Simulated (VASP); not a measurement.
# KMgF3 (Pm-3m) in VASP: single point with HSE06

Aim: the single point of KMgF3 with HSE06.

Everything below comes from runs of VASP 6.6.1. Logs are shortened: lines on timing, memory, paths and dates and some standing lists are left out, and cuts for length are marked.

### Step 1. The cell of the first run

The structure is cubic, space group Pm-3m (No. 221). The conventional cell has a = 3.986 Å, b = 3.986 Å, c = 3.986 Å, α = 90.00°, β = 90.00°, γ = 90.00°. K (site symmetry m-3m) has 12 F at 2.82 Å and 8 Mg at 3.45 Å within 3.7 Å. Within 2.6 Å of Mg (site symmetry m-3m) lie 6 F at 1.99 Å. Within 2.6 Å of F (site symmetry 4/mmm) lie 2 Mg at 1.99 Å.

### Step 2. Single point, HSE06

POSCAR reads:

```
KMgF3
1.0
    3.9859000000      0.0000000000      0.0000000000
    0.0000000000      3.9859000000      0.0000000000
    0.0000000000      0.0000000000      3.9859000000
K Mg F
1 1 3
Direct
    0.5000000000      0.5000000000      0.5000000000
    0.0000000000      0.0000000000      0.0000000000
    0.0000000000      0.0000000000      0.5000000000
    0.0000000000      0.5000000000      0.0000000000
    0.5000000000      0.0000000000      0.0000000000
```

INCAR.step1 reads:

```
PREC = Accurate
ENCUT = 520
EDIFF = 1E-5
ISMEAR = -1
SIGMA = 0.05
LREAL = False
LASPH = True
NELM = 60
ALGO = Normal
ISIF = 2
LWAVE = True
GGA = PE
NBANDS = 24
KPAR = 4
```

INCAR.step2 reads:

```
PREC = Accurate
ENCUT = 520
EDIFF = 1E-6
ISMEAR = -1
SIGMA = 0.05
LREAL = False
LASPH = True
NELM = 60
ALGO = Normal
ISIF = 2
LWAVE = False
LCHARG = True
GGA = PE
LHFCALC = True
HFSCREEN = 0.2079
PRECFOCK = Fast
LVHAR = True
ISTART = 1
NBANDS = 24
KPAR = 4
```

KPOINTS reads:

```
regular mesh
0
Gamma
  6 6 6
```

Potentials or basis: VASP PAW PBE potentials, release 64 (K_sv, Mg, F).

Launch:

```bash
> cat potpaw_PBE.64/K_sv/POTCAR potpaw_PBE.64/Mg/POTCAR potpaw_PBE.64/F/POTCAR > POTCAR
> cp INCAR.step1 INCAR
> mpirun -np 4 vasp_std > vasp.out
> cp INCAR.step2 INCAR
> mpirun -np 4 vasp_std > vasp.out
```

OUTCAR:

```text
PREC = Accurate
   ENCUT = 520
   EDIFF = 1E-6
   ISMEAR = -1
   LREAL = False
   LASPH = True
   NELM = 60
   ISIF = 2
   GGA = PE
   LHFCALC = True
   HFSCREEN = 0.2079
   PRECFOCK = Fast
   ISTART = 1

 ion  position               nearest neighbor table
   1  0.500  0.500  0.500-   3 2.82   4 2.82   5 2.82   4 2.82   5 2.82   3 2.82   5 2.82   5 2.82
                             3 2.82   4 2.82   4 2.82   3 2.82   2 3.45   2 3.45   2 3.45   2 3.45
   2  0.000  0.000  0.000-   3 1.99   4 1.99   5 1.99   3 1.99   4 1.99   5 1.99   1 3.45   1 3.45
                             1 3.45   1 3.45   1 3.45   1 3.45   1 3.45   1 3.45
   3  0.000  0.000  0.500-   2 1.99   2 1.99   1 2.82   1 2.82   1 2.82   1 2.82
   4  0.000  0.500  0.000-   2 1.99   2 1.99   1 2.82   1 2.82   1 2.82   1 2.82
   5  0.500  0.000  0.000-   2 1.99   2 1.99   1 2.82   1 2.82   1 2.82   1 2.82

  LATTYP: Found a simple cubic cell.
 ALAT       =     3.9859000000

  Lattice vectors:

 A1 = (   3.9859000000,   0.0000000000,   0.0000000000)
 A2 = (   0.0000000000,   3.9859000000,   0.0000000000)
 A3 = (   0.0000000000,   0.0000000000,   3.9859000000)

Analysis of symmetry for initial positions (statically):
=====================================================================
 Subroutine PRICEL returns:
 Original cell was already a primitive cell.

 Routine SETGRP: Setting up the symmetry group for a
 simple cubic supercell.

 Subroutine GETGRP returns: Found 48 space group operations
 (whereof 48 operations were pure point group operations)
 out of a pool of 48 trial point group operations.

The static configuration has the point symmetry O_h .

Analysis of symmetry for dynamics (positions and initial velocities):
=====================================================================
 Subroutine PRICEL returns:
 Original cell was already a primitive cell.

 Routine SETGRP: Setting up the symmetry group for a
 simple cubic supercell.

 Subroutine GETGRP returns: Found 48 space group operations
 (whereof 48 operations were pure point group operations)
 out of a pool of 48 trial point group operations.

The dynamic configuration has the point symmetry O_h .

 Subroutine INISYM returns: Found 48 space group operations
 (whereof 48 operations are pure point group operations),
 and found     1 'primitive' translations

----------------------------------------------------------------------------------------

                                     Primitive cell

  volume of cell :      63.3256

  direct lattice vectors                    reciprocal lattice vectors
     3.985900000  0.000000000  0.000000000     0.250884367  0.000000000  0.000000000
     0.000000000  3.985900000  0.000000000     0.000000000  0.250884367  0.000000000
     0.000000000  0.000000000  3.985900000     0.000000000  0.000000000  0.250884367

  length of vectors
     3.985900000  3.985900000  3.985900000     0.250884367  0.250884367  0.250884367

  position of ions in fractional coordinates (direct lattice)
     0.500000000  0.500000000  0.500000000
     0.000000000  0.000000000  0.000000000
     0.000000000  0.000000000  0.500000000
     0.000000000  0.500000000  0.000000000
     0.500000000  0.000000000  0.000000000

  ion indices of the primitive-cell ions
   primitive index   ion index
                 1           1
                 2           2
                 3           3
                 4           4
                 5           5

----------------------------------------------------------------------------------------

 KPOINTS: regular mesh

Automatic generation of k-mesh.
 Grid dimensions read from file:
 generate k-points for:    6    6    6

 Generating k-lattice:

  Cartesian coordinates                     Fractional coordinates (reciprocal lattice)
     0.041814061  0.000000000  0.000000000     0.166666667  0.000000000  0.000000000
     0.000000000  0.041814061  0.000000000     0.000000000  0.166666667  0.000000000
     0.000000000  0.000000000  0.041814061     0.000000000  0.000000000  0.166666667

  Length of vectors
     0.041814061  0.041814061  0.041814061

  Shift w.r.t. Gamma in fractional coordinates (k-lattice)
     0.000000000  0.000000000  0.000000000

 Subroutine IBZKPT returns following result:
 ===========================================

 Found     20 irreducible k-points:

 Following reciprocal coordinates:
            Coordinates               Weight
  0.000000  0.000000  0.000000      1.000000
  0.166667  0.000000  0.000000      6.000000
  0.333333  0.000000  0.000000      6.000000
  0.500000  0.000000  0.000000      3.000000
  0.166667  0.166667  0.000000     12.000000
  0.333333  0.166667  0.000000     24.000000
[... 12 lines left out ...]
  0.500000  0.500000  0.333333      6.000000
  0.500000  0.500000  0.500000      1.000000
   k-points           NKPTS =     20   k-points in BZ     NKDIM =    216   number of bands    NBANDS=     24
   number of dos      NEDOS =    301   number of ions     NIONS =      5
   total plane-waves  NPLWV =  27000
   dimension x,y,z NGX =    30 NGY =   30 NGZ =   30
   dimension x,y,z NGXF=    60 NGYF=   60 NGZF=   60
   ions per type =               1   1   3
   NGX,Y,Z   is equivalent  to a cutoff of  12.51, 12.51, 12.51 a.u.
   NGXF,Y,Z  is equivalent  to a cutoff of  25.03, 25.03, 25.03 a.u.
 SYSTEM =  unknown system
   PREC   = accura    normal or accurate (medium, high low for compatibility)
   ISTART =      1    job   : 0-new  1-cont  2-samecut
   ICHARG =      0    charge: 1-file 2-atom 10-const
   ISPIN  =      1    spin polarized calculation?
   LNONCOLLINEAR =      F non collinear calculations
   LSORBIT =      F    spin-orbit coupling
   LASPH  =      T    aspherical Exc in radial PAW
   ENCUT  =  520.0 eV  38.22 Ry    6.18 a.u.   7.41  7.41  7.41*2*pi/ulx,y,z
   NELM   =     60;   NELMIN=  2; NELMDL=  0     # of ELM steps
   EDIFF  = 0.1E-05   stopping-criterion for ELM
   LREAL  =      F    real-space projection
   EDIFFG = 0.1E-04   stopping-criterion for IOM
   NSW    =      0    number of steps for IOM
   IBRION =     -1    ionic relax: 0-MD 1-quasi-New 2-CG
   NFREE  =      0    steps in history (QN), initial steepest desc. (CG)
   ISIF   =      2    stress and relaxation
   ISYM   =      3    0-nonsym 1-usesym 2-fastsym
   POTIM  = 0.5000    time-step for ionic-motion
   TEBEG  =    0.0;   TEEND  =   0.0 temperature during run
   PSTRESS=    0.0 pullay stress
   NELECT =      32.0000    total number of electrons
   NUPDOWN=      -1.0000    fix difference up-down
   EMIN   =  10.00;   EMAX   =-10.00  energy-range for DOS
   EFERMI =   0.00;   METHOD = LEGACY
   ISMEAR =    -1;   SIGMA  =   0.05  broadening in eV -4-tet -1-fermi 0-gaus
   EFERMI_NEDOS =   21; number of points for ismear=-14 and -15
   IALGO  =     38    algorithm
   IMIX   =      1    mixing-type and parameters
     AMIX     =   0.40;   BMIX     =  1.00
     AMIX_MAG =   1.60;   BMIX_MAG =  1.00
  volume/ion in A,a.u.               =      12.67        85.47
  Fermi-wavevector in a.u.,A,eV,Ry     =   1.303962  2.464132 23.134232  1.700318
  Thomas-Fermi vector in A             =   2.434930
   LORBIT       =      0    0 simple, 1 ext, 2 COOP (PROOUT), +10 PAW based schemes
   GGA     = PE    functional components
   LHFCALC =     T    Hartree Fock is set to
   PRECFOCK=fast      Normal, Fast or Accurate (Low or Medium for compatibility)
   ENCUT4O =  -1.0   cutoff for four orbital integrals eV
   NKREDX  =     1    reduce k-point grid by
   NKREDY  =     1    reduce k-point grid by
   NKREDZ  =     1    reduce k-point grid by
   AEXX    =    0.2500 exact exchange contribution
   HFSCREEN=    0.2079 screening length (either q_TF or 0.3 A-1)
   HFSCREENC=   0.2079 screening length for correlation (either q_TF or 0.3 A-1)
   ENCUTFOCK=  -1.0 apply spherical cutoff to Coloumb kernel
   IVDW    =     0    specifies the selected vdW correction
   LEPSILON=     F    determine dielectric tensor
   LRPA    =     F    only Hartree local field effects (RPA)
 non-spin polarized calculation
  energy-cutoff  :      520.00
  volume of cell :       63.33
 maximum number of plane-waves:      1743
 NGX is ok and might be reduce to    30
  NGX = 16; NGY = 16; NGZ = 16

 number of electron      31.9999958 magnetization

 Free energy of the ion-electron system (eV)
  ---------------------------------------------------
  ext. energy  EPLUGINS =         0.00000000
  ---------------------------------------------------
  free energy    TOTEN  =       -29.53943801 eV

  energy without entropy =      -29.53943801  energy(sigma->0) =      -29.53943801

 E-fermi :  -2.0972     XC(G=0):  -7.9511

 val. band max:       -3.3069467400   @ k =   0.5000   0.5000   0.5000
 cond. band min:       6.2262607219   @ k =   0.0000   0.0000   0.0000
 fundamental gap:      9.5332074619
 Fermi energy:        -2.0971892304

 k-point     1 :       0.0000    0.0000    0.0000
  band No.  band energies     occupation
      1     -30.3830      2.00000
      2     -24.9902      2.00000
      3     -24.3173      2.00000
      4     -24.3173      2.00000
      5     -12.5316      2.00000
      6     -12.5316      2.00000
[... 16 lines left out ...]
     23      13.1123      0.00000
     24      16.2665      0.00000

 k-point     2 :       0.1667    0.0000    0.0000
  band No.  band energies     occupation
      1     -30.3752      2.00000
      2     -24.9594      2.00000
      3     -24.3554      2.00000
      4     -24.3147      2.00000
      5     -12.5239      2.00000
      6     -12.5156      2.00000
[... 16 lines left out ...]
     23      13.1407      0.00000
     24      16.0931      0.00000

 k-point     3 :       0.3333    0.0000    0.0000
  band No.  band energies     occupation
      1     -30.3595      2.00000
      2     -24.8833      2.00000
      3     -24.4460      2.00000
      4     -24.3106      2.00000
      5     -12.5088      2.00000
      6     -12.4834      2.00000
[... 16 lines left out ...]
     23      13.1700      0.00000
     24      15.6280      0.00000

 k-point     4 :       0.5000    0.0000    0.0000
  band No.  band energies     occupation
      1     -30.3516      2.00000
      2     -24.8312      2.00000
      3     -24.5049      2.00000
      4     -24.3078      2.00000
      5     -12.5013      2.00000
      6     -12.4670      2.00000
[... 16 lines left out ...]
     23      13.7898      0.00000
     24      14.5812      0.00000

 k-point     5 :       0.1667    0.1667    0.0000
  band No.  band energies     occupation
      1     -30.3680      2.00000
      2     -24.9269      2.00000
      3     -24.3705      2.00000
      4     -24.3338      2.00000
      5     -12.5467      2.00000
      6     -12.5004      2.00000
[... 16 lines left out ...]
     23      13.1935      0.00000
     24      15.5143      0.00000

 k-point     6 :       0.3333    0.1667    0.0000
  band No.  band energies     occupation
      1     -30.3534      2.00000
      2     -24.8467      2.00000
      3     -24.4506      2.00000
      4     -24.3375      2.00000
      5     -12.5452      2.00000
      6     -12.4858      2.00000
[... 16 lines left out ...]
     23      13.2834      0.00000
     24      15.0042      0.00000
[... 271 lines left out ...]
 k-point    17 :       0.3333    0.3333    0.3333
  band No.  band energies     occupation
      1     -30.3277      2.00000
      2     -24.6534      2.00000
      3     -24.4625      2.00000
      4     -24.4625      2.00000
      5     -12.6429      2.00000
      6     -12.6429      2.00000
[... 16 lines left out ...]
     23      14.2072      0.00000
     24      14.9879      0.00000

 k-point    18 :       0.5000    0.3333    0.3333
  band No.  band energies     occupation
      1     -30.3231      2.00000
      2     -24.5903      2.00000
      3     -24.5140      2.00000
      4     -24.4583      2.00000
      5     -12.6672      2.00000
      6     -12.6631      2.00000
[... 16 lines left out ...]
     23      13.5995      0.00000
     24      14.7268      0.00000

 k-point    19 :       0.5000    0.5000    0.3333
  band No.  band energies     occupation
      1     -30.3191      2.00000
      2     -24.5198      2.00000
      3     -24.5115      2.00000
      4     -24.5115      2.00000
      5     -12.6968      2.00000
      6     -12.6968      2.00000
[... 16 lines left out ...]
     23      13.9415      0.00000
     24      13.9415      0.00000

 k-point    20 :       0.5000    0.5000    0.5000
  band No.  band energies     occupation
      1     -30.3155      2.00000
      2     -24.5068      2.00000
      3     -24.5068      2.00000
      4     -24.5068      2.00000
      5     -12.7280      2.00000
      6     -12.7280      2.00000
[... 16 lines left out ...]
     23      14.3096      0.00000
     24      14.3096      0.00000

------------------------ aborting loop because EDIFF is reached ----------------------------------------

  FORCE on cell =-STRESS in cart. coord.  units (eV):
  Direction    XX          YY          ZZ          XY          YZ          ZX
  --------------------------------------------------------------------------------------
  -------------------------------------------------------------------------------------
  Total        0.3774442      0.3774442      0.3774442      0.0000000     -0.0000000      0.0000000
  in kB        9.5495777      9.5495777      9.5495777      0.0000000     -0.0000000      0.0000000
  external PRESSURE =       9.5495777 kB  Pullay stress =       0.0000000 kB

 VOLUME and BASIS-vectors are now :
 -----------------------------------------------------------------------------
  energy-cutoff  :      520.00
  volume of cell :       63.33
      direct lattice vectors                 reciprocal lattice vectors
     3.985900000  0.000000000  0.000000000     0.250884367  0.000000000  0.000000000
     0.000000000  3.985900000  0.000000000     0.000000000  0.250884367  0.000000000
     0.000000000  0.000000000  3.985900000     0.000000000  0.000000000  0.250884367

 POSITION                                       TOTAL-FORCE (eV/Angst)
 -----------------------------------------------------------------------------------
      1.99295      1.99295      1.99295         0.000000      0.000000      0.000000
      0.00000      0.00000      0.00000         0.000000      0.000000      0.000000
      0.00000      0.00000      1.99295         0.000000      0.000000      0.000000
      0.00000      1.99295      0.00000         0.000000      0.000000      0.000000
      1.99295      0.00000      0.00000         0.000000      0.000000      0.000000
 -----------------------------------------------------------------------------------
    total drift:                               -0.000049     -0.000049     -0.000049

  FREE ENERGIE OF THE ION-ELECTRON SYSTEM (eV)
  ---------------------------------------------------
  free  energy   TOTEN  =       -29.5394380132 eV

  energy  without entropy=      -29.5394380132  energy(sigma->0) =      -29.53943801
```

Wall time 13 min (4 MPI ranks of Intel Xeon Platinum 8259CL at 2.50GHz (Skylake/Cascade Lake), shared host); peak memory 0.3 GiB.

Results:

```
Free energy            : -29.5394 eV
Pressure               : 1.0 GPa
Band gap on the k mesh : 9.53 eV (least direct gap 9.84 eV)
```

Caveat: the PAW data sets were made with another functional, which shifts forces and pressure a little. A k mesh can miss the band edges.
